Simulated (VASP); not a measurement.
# Se (P3_121) in VASP: a series of runs

Se is run at these levels: r2SCAN; tasks: single point, relaxation of volume and atoms at fixed shape.

Program: VASP 6.6.1. These are calculated values, not measurements. Logs are shortened: lines on timing, memory, paths and dates and some standing lists are left out, and cuts for length are marked.

## Step 1: The cell of the first run

The structure is trigonal, space group P3_121 (No. 152). Conventional cell: a = 4.443 Å, b = 4.443 Å, c = 5.040 Å, α = 90.00°, β = 90.00°, γ = 120.00°. Within 3.1 Å of Se (site symmetry 2) lie 2 Se at 2.38 Å.

## Step 2: Single point, r2SCAN

The input, POSCAR:

```
Se
1.0
    4.4426652282      0.0000000000      0.0000000000
   -2.2213326141      3.8474609482      0.0000000000
    0.0000000000      0.0000000000      5.0403523587
Se
3
Direct
    0.2191043955      0.0000000000      0.3333333333
    0.0000000000      0.2191043955      0.6666666667
    0.7808956045      0.7808956045      0.0000000000
```

The input, INCAR.step1:

```
SYSTEM = Se
PREC     = Accurate       ! precision mode
ENCUT    = 520            ! plane-wave cutoff, eV
ISMEAR   = 1              ! smearing method
SIGMA    = 0.02           ! smearing width, eV
LREAL    = .FALSE.        ! projectors in reciprocal space
LASPH    = .TRUE.         ! aspherical terms in the spheres
NELM     = 100            ! most SCF steps
NBANDS   = 16             ! bands
GGA      = PE             ! functional
ALGO     = Normal         ! electronic algorithm
EDIFF    = 1E-4           ! SCF threshold, eV
LWAVE    = .TRUE.         ! write WAVECAR
LCHARG   = .FALSE.        ! write CHGCAR
```

The input, INCAR.step2:

```
SYSTEM = Se
PREC     = Accurate       ! precision mode
ENCUT    = 520            ! plane-wave cutoff, eV
EDIFF    = 1E-6           ! SCF threshold, eV
ISMEAR   = 1              ! smearing method
SIGMA    = 0.02           ! smearing width, eV
LREAL    = .FALSE.        ! projectors in reciprocal space
LASPH    = .TRUE.         ! aspherical terms in the spheres
NELM     = 100            ! most SCF steps
ALGO     = Normal         ! electronic algorithm
ISIF     = 2              ! what is computed and relaxed
LWAVE    = .FALSE.        ! write WAVECAR
LCHARG   = .FALSE.        ! write CHGCAR
METAGGA  = R2SCAN         ! meta-GGA
LMIXTAU  = .TRUE.       
NBANDS   = 16             ! bands
ISTART   = 1
```

The input, KPOINTS:

```
Automatic mesh
0
G
  7 7 5
  0 0 0
```

Potentials or basis: VASP PAW PBE potentials, release 64 (Se).

Launch:

```
cat potpaw_PBE.64/Se/POTCAR > POTCAR
cp INCAR.step1 INCAR
mpirun -np 1 vasp_std > vasp.out
cp INCAR.step2 INCAR
mpirun -np 1 vasp_std > vasp.out
```

OUTCAR:

```text
SYSTEM = Se
   PREC = Accurate
   ENCUT = 520
   EDIFF = 1E-6
   ISMEAR = 1
   LREAL = .FALSE.
   LASPH = .TRUE.
   NELM = 100
   ISIF = 2
   METAGGA = R2SCAN
   ISTART = 1

 ion  position               nearest neighbor table
   1  0.219  0.000  0.333-   3 2.38   2 2.38
   2  0.000  0.219  0.667-   3 2.38   1 2.38
   3  0.781  0.781  0.000-   1 2.38   2 2.38

  LATTYP: Found a hexagonal cell.
 ALAT       =     4.4426652282
 C/A-ratio  =     1.1345334613

  Lattice vectors:

 A1 = (   4.4426652282,   0.0000000000,   0.0000000000)
 A2 = (  -2.2213326141,   3.8474609482,   0.0000000000)
 A3 = (   0.0000000000,   0.0000000000,   5.0403523587)

Analysis of symmetry for initial positions (statically):
=====================================================================
 Subroutine PRICEL returns:
 Original cell was already a primitive cell.

 Routine SETGRP: Setting up the symmetry group for a
 hexagonal supercell.

 Subroutine GETGRP returns: Found  6 space group operations
 (whereof  2 operations were pure point group operations)
 out of a pool of 24 trial point group operations.

The static configuration has the point symmetry C_2 .
 The point group associated with its full space group is D_3 .

Analysis of symmetry for dynamics (positions and initial velocities):
=====================================================================
 Subroutine PRICEL returns:
 Original cell was already a primitive cell.

 Routine SETGRP: Setting up the symmetry group for a
 hexagonal supercell.

 Subroutine GETGRP returns: Found  6 space group operations
 (whereof  2 operations were pure point group operations)
 out of a pool of 24 trial point group operations.

The dynamic configuration has the point symmetry C_2 .
 The point group associated with its full space group is D_3 .

 Subroutine INISYM returns: Found  6 space group operations
 (whereof  2 operations are pure point group operations),
 and found     1 'primitive' translations

----------------------------------------------------------------------------------------

                                     Primitive cell

  volume of cell :      86.1546

  direct lattice vectors                    reciprocal lattice vectors
     4.442665228  0.000000000  0.000000000     0.225090109  0.129955835  0.000000000
    -2.221332614  3.847460948  0.000000000     0.000000000  0.259911670  0.000000000
     0.000000000  0.000000000  5.040352359     0.000000000  0.000000000  0.198398828

  length of vectors
     4.442665228  4.442665228  5.040352359     0.259911670  0.259911670  0.198398828

  position of ions in fractional coordinates (direct lattice)
     0.219104395  0.000000000  0.333333333
     0.000000000  0.219104395  0.666666667
     0.780895605  0.780895605  0.000000000

  ion indices of the primitive-cell ions
   primitive index   ion index
                 1           1
                 2           2
                 3           3

----------------------------------------------------------------------------------------

 KPOINTS: Automatic mesh

Automatic generation of k-mesh.
 Grid dimensions read from file:
 generate k-points for:    7    7    5

 Generating k-lattice:

  Cartesian coordinates                     Fractional coordinates (reciprocal lattice)
     0.032155730  0.018565119  0.000000000     0.142857143  0.000000000  0.000000000
     0.000000000  0.037130239  0.000000000     0.000000000  0.142857143  0.000000000
     0.000000000  0.000000000  0.039679766     0.000000000  0.000000000  0.200000000

  Length of vectors
     0.037130239  0.037130239  0.039679766

  Shift w.r.t. Gamma in fractional coordinates (k-lattice)
     0.000000000  0.000000000  0.000000000

 Subroutine IBZKPT returns following result:
 ===========================================

 Found     32 irreducible k-points:

 Following reciprocal coordinates:
            Coordinates               Weight
  0.000000  0.000000  0.000000      1.000000
  0.142857 -0.000000  0.000000      6.000000
  0.285714 -0.000000  0.000000      6.000000
  0.428571 -0.000000  0.000000      6.000000
  0.142857  0.142857  0.000000      6.000000
  0.285714  0.142857  0.000000     12.000000
[... 16 lines left out ...]
  0.000000  0.142857  0.400000      6.000000
  0.285714 -0.000000  0.400000      6.000000
 [... further k-points ...]
   k-points           NKPTS =     32   k-points in BZ     NKDIM =     32   number of bands    NBANDS=     16
   number of dos      NEDOS =    301   number of ions     NIONS =      3
   total plane-waves  NPLWV =  51840
   dimension x,y,z NGX =    36 NGY =   36 NGZ =   40
   dimension x,y,z NGXF=    72 NGYF=   72 NGZF=   80
   ions per type =               3
   NGX,Y,Z   is equivalent  to a cutoff of  13.47, 13.47, 13.19 a.u.
   NGXF,Y,Z  is equivalent  to a cutoff of  26.94, 26.94, 26.39 a.u.
 SYSTEM =  Se
   PREC   = accura    normal or accurate (medium, high low for compatibility)
   ISTART =      1    job   : 0-new  1-cont  2-samecut
   ICHARG =      0    charge: 1-file 2-atom 10-const
   ISPIN  =      1    spin polarized calculation?
   LNONCOLLINEAR =      F non collinear calculations
   LSORBIT =      F    spin-orbit coupling
   LASPH  =      T    aspherical Exc in radial PAW
   ENCUT  =  520.0 eV  38.22 Ry    6.18 a.u.   8.26  8.26  9.37*2*pi/ulx,y,z
   NELM   =    100;   NELMIN=  2; NELMDL=  0     # of ELM steps
   EDIFF  = 0.1E-05   stopping-criterion for ELM
   LREAL  =      F    real-space projection
   EDIFFG = 0.1E-04   stopping-criterion for IOM
   NSW    =      0    number of steps for IOM
   IBRION =     -1    ionic relax: 0-MD 1-quasi-New 2-CG
   NFREE  =      0    steps in history (QN), initial steepest desc. (CG)
   ISIF   =      2    stress and relaxation
   ISYM   =      2    0-nonsym 1-usesym 2-fastsym
   POTIM  = 0.5000    time-step for ionic-motion
   TEBEG  =    0.0;   TEEND  =   0.0 temperature during run
   PSTRESS=    0.0 pullay stress
   NELECT =      18.0000    total number of electrons
   NUPDOWN=      -1.0000    fix difference up-down
   EMIN   =  10.00;   EMAX   =-10.00  energy-range for DOS
   EFERMI =   0.00;   METHOD = LEGACY
   ISMEAR =     1;   SIGMA  =   0.02  broadening in eV -4-tet -1-fermi 0-gaus
   EFERMI_NEDOS =   21; number of points for ismear=-14 and -15
   IALGO  =     38    algorithm
   IMIX   =      4    mixing-type and parameters
     AMIX     =   0.40;   BMIX     =  1.00
     AMIX_MAG =   1.60;   BMIX_MAG =  1.00
  volume/ion in A,a.u.               =      28.72       193.80
  Fermi-wavevector in a.u.,A,eV,Ry     =   0.971418  1.835714 12.839175  0.943653
  Thomas-Fermi vector in A             =   2.101633
   LORBIT       =      0    0 simple, 1 ext, 2 COOP (PROOUT), +10 PAW based schemes
   METAGGA = R2SCAN    functional components
   LHFCALC =     F    Hartree Fock is set to
   AEXX    =    0.0000 exact exchange contribution
   IVDW    =     0    specifies the selected vdW correction
   LEPSILON=     F    determine dielectric tensor
   LRPA    =     F    only Hartree local field effects (RPA)
 non-spin polarized calculation
 Methfessel and Paxton  Order N= 1 SIGMA  =   0.02
  energy-cutoff  :      520.00
  volume of cell :       86.15
 maximum number of plane-waves:      2341
 NGX is ok and might be reduce to    36
   NGX = 17   NGY = 17   NGZ = 19

 number of electron      17.9999999 magnetization

 Free energy of the ion-electron system (eV)
  ---------------------------------------------------
  ext. energy  EPLUGINS =         0.00000000
  ---------------------------------------------------
  free energy    TOTEN  =       -42.92644584 eV

  energy without entropy =      -42.92647424  energy(sigma->0) =      -42.92645531

 E-fermi :   1.8409     XC(G=0):  -9.0184

 val. band max:        1.8240630740   @ k =   0.0000   0.4286   0.4000
 cond. band min:       3.4173553484   @ k =   0.0000   0.0000   0.4000
 fundamental gap:      1.5932922744
 Fermi energy:         1.8409007184

 k-point     1 :       0.0000    0.0000    0.0000
  band No.  band energies     occupation
      1     -14.3524      2.00000
      2     -10.1733      2.00000
      3     -10.1733      2.00000
      4      -2.0428      2.00000
      5      -2.0428      2.00000
      6      -1.7414      2.00000
[... 8 lines left out ...]
     15       8.8888      0.00000
     16      10.8426      0.00000

 k-point     2 :       0.1429   -0.0000    0.0000
  band No.  band energies     occupation
      1     -14.2837      2.00000
      2     -10.2364      2.00000
      3     -10.1663      2.00000
      4      -2.5111      2.00000
      5      -2.2543      2.00000
      6      -1.6116      2.00000
[... 8 lines left out ...]
     15       9.5169      0.00000
     16      10.8116      0.00000

 k-point     3 :       0.2857   -0.0000    0.0000
  band No.  band energies     occupation
      1     -14.1160      2.00000
      2     -10.4032      2.00000
      3     -10.1498      2.00000
      4      -3.0192      2.00000
      5      -2.5802      2.00000
      6      -1.5936      2.00000
[... 8 lines left out ...]
     15      10.6400      0.00000
     16      11.4751      0.00000

 k-point     4 :       0.4286   -0.0000    0.0000
  band No.  band energies     occupation
      1     -13.9645      2.00000
      2     -10.5656      2.00000
      3     -10.1361      2.00000
      4      -3.2314      2.00000
      5      -2.7876      2.00000
      6      -1.4818      2.00000
[... 8 lines left out ...]
     15      11.7554      0.00000
     16      12.3981      0.00000
[... 324 lines left out ...]
 k-point    22 :       0.1429   -0.0000    0.4000
  band No.  band energies     occupation
      1     -13.5361      2.00000
      2     -12.6430      2.00000
      3      -8.1636      2.00000
      4      -3.2034      2.00000
      5      -1.9210      2.00000
      6      -1.5575      2.00000
[... 8 lines left out ...]
     15      10.4187      0.00000
     16      10.4416      0.00000

 k-point    23 :       0.0000    0.1429    0.4000
  band No.  band energies     occupation
      1     -13.5351      2.00000
      2     -12.6450      2.00000
      3      -8.1576      2.00000
      4      -3.2187      2.00000
      5      -1.9767      2.00000
      6      -1.5634      2.00000
[... 8 lines left out ...]
     15       9.9890      0.00000
     16      10.7059      0.00000

 k-point    24 :       0.2857   -0.0000    0.4000
  band No.  band energies     occupation
      1     -13.3943      2.00000
      2     -12.5302      2.00000
      3      -8.5446      2.00000
      4      -3.5102      2.00000
      5      -2.3862      2.00000
      6      -1.8628      2.00000
[... 8 lines left out ...]
     15      10.4101      0.00000
     16      10.7405      0.00000

 [... further k-points ...]

------------------------ aborting loop because EDIFF is reached ----------------------------------------

  FORCE on cell =-STRESS in cart. coord.  units (eV):
  Direction    XX          YY          ZZ          XY          YZ          ZX
  --------------------------------------------------------------------------------------
  -------------------------------------------------------------------------------------
  Total        0.0633062      0.0633062     -0.2413654     -0.0000000     -0.0000000     -0.0000000
  in kB        1.1772748      1.1772748     -4.4885578     -0.0000000     -0.0000000     -0.0000000
  external PRESSURE =      -0.7113360 kB  Pullay stress =       0.0000000 kB

 VOLUME and BASIS-vectors are now :
 -----------------------------------------------------------------------------
  energy-cutoff  :      520.00
  volume of cell :       86.15
      direct lattice vectors                 reciprocal lattice vectors
     4.442665228  0.000000000  0.000000000     0.225090109  0.129955835  0.000000000
    -2.221332614  3.847460948  0.000000000     0.000000000  0.259911670  0.000000000
     0.000000000  0.000000000  5.040352359     0.000000000  0.000000000  0.198398828

 POSITION                                       TOTAL-FORCE (eV/Angst)
 -----------------------------------------------------------------------------------
      0.97341      0.00000      1.68012         0.001617      0.000000      0.000000
     -0.48670      0.84300      3.36023        -0.000808      0.001400     -0.000000
      1.73463      3.00447      0.00000        -0.000808     -0.001400      0.000000
 -----------------------------------------------------------------------------------
    total drift:                                0.000000      0.000001     -0.000000

  FREE ENERGIE OF THE ION-ELECTRON SYSTEM (eV)
  ---------------------------------------------------
  free  energy   TOTEN  =       -42.9264458395 eV

  energy  without entropy=      -42.9264742374  energy(sigma->0) =      -42.92645531
```

Run time: 2.4 min. Hardware: 1 thread of AMD EPYC 9R45 (Zen 5), shared host; peak memory 0.2 GiB.

Results:

```
Free energy            : -42.9264 eV
Pressure               : -0.1 GPa
Band gap on the k mesh : 1.59 eV (least direct gap 1.74 eV)
```

Caveat: the PAW data sets were made with another functional, which shifts forces and pressure a little.

## Step 3: Relaxation of volume and atoms at fixed shape, r2SCAN

This run uses another cell than the first one, of 27.26 Å³/atom.

The input, POSCAR:

```
Se
1.0
    4.3662000000      0.0000000000      0.0000000000
   -2.1831000000      3.7812401200      0.0000000000
    0.0000000000      0.0000000000      4.9536000000
Se
3
Direct
    0.2254000000      0.0000000000      0.3333333333
   -0.0000000004      0.2253999992      0.6666666667
    0.7746000004      0.7746000008      0.0000000000
```

The input, INCAR.step1:

```
PREC = Accurate
ENCUT = 600
ISMEAR = 1
SIGMA = 0.02
LREAL = False
LASPH = True
NELM = 60
GGA = PE
ALGO = Normal
EDIFF = 1E-4
LWAVE = True
LCHARG = False
```

The input, INCAR.step2:

```
PREC = Accurate
ENCUT = 600
EDIFF = 1E-6
ISMEAR = 1
SIGMA = 0.02
LREAL = False
LASPH = True
NELM = 60
ALGO = Normal
ISIF = 8
LWAVE = False
LCHARG = False
METAGGA = R2SCAN
LMIXTAU = True
IBRION = 2
NSW = 80
EDIFFG = -0.01
ISTART = 1
```

The input, KPOINTS:

```
Automatic mesh
0
Gamma
  7 7 5
```

Potentials or basis: VASP PAW PBE potentials, release 64 (Se).

Launch:

```
cat potpaw_PBE.64/Se/POTCAR > POTCAR
cp INCAR.step1 INCAR
mpirun -np 1 vasp_std > vasp.out
cp INCAR.step2 INCAR
mpirun -np 1 vasp_std > vasp.out
```

It took 11 min on 1 thread of AMD EPYC 9R45 (Zen 5), shared host; peak memory 0.22 GiB.

Results (log left out):

```yaml
Free_energy: -42.9276 eV
Relaxed_volume: 28.60 Å³/atom
Relaxed_cell: a = 4.437 Å, b = 4.437 Å, c = 5.034 Å, α = 90.00°, β = 90.00°, γ = 120.00°
Space_group_after_relaxing_to_0.1_Å: P3_121 (No. 152)
Energy_gained_by_relaxing: 4.6 meV/atom
Ionic_steps: 9
Pressure_after_relaxing: 0.0 GPa
Band_gap_on_the_k_mesh: 1.59 eV (least direct gap 1.75 eV)
```

Stress tensor (GPa, compression positive):
```
 0.15  0.00  0.00
 0.00  0.15  0.00
 0.00  0.00 -0.31
```

The path:
```tsv
step	energy change (eV)	largest force (eV/Å)	pressure (GPa)	volume (Å³)
1	0.0000	0.0553	1.31	81.78
2	-0.0038	0.2938	-0.67	84.45
3	-0.0065	0.1602	0.05	83.38
4	-0.0096	0.1203	0.07	83.94
5	-0.0125	0.0585	0.06	84.79
6	-0.0128	0.0767	0.09	86.49
7	-0.0136	0.0137	0.07	85.70
8	-0.0136	0.0231	-0.11	86.02
9	-0.0137	0.0012	0.00	85.81
```

Final structure:
```yaml
crystal:
  lattice:
    - [4.43667, 0.00000, 0.00000]
    - [-2.21834, 3.84227, 0.00000]
    - [0.00000, 0.00000, 5.03355]
  atoms:
    - { symbol: Se, position: [0.21965, 0.00000, 0.33333] }
    - { symbol: Se, position: [0.00000, 0.21965, 0.66667] }
    - { symbol: Se, position: [0.78035, 0.78035, 0.00000] }
```

Levels at points of the mesh, in eV from the valence-band top:
| k point | band 5 | band 6 | band 7 | band 8 | band 9 | band 10 | band 11 | band 12 | band 13 |
| --- | --- | --- | --- | --- | --- | --- | --- | --- | --- |
| (0.00, 0.00, 0.00) | -3.87 | -3.58 | -1.97 | -1.97 | -0.33 | 2.24 | 2.24 | 2.64 | 6.64 |

Caveat: the PAW data sets were made with another functional, which shifts forces and pressure a little. A k mesh can miss the band edges.
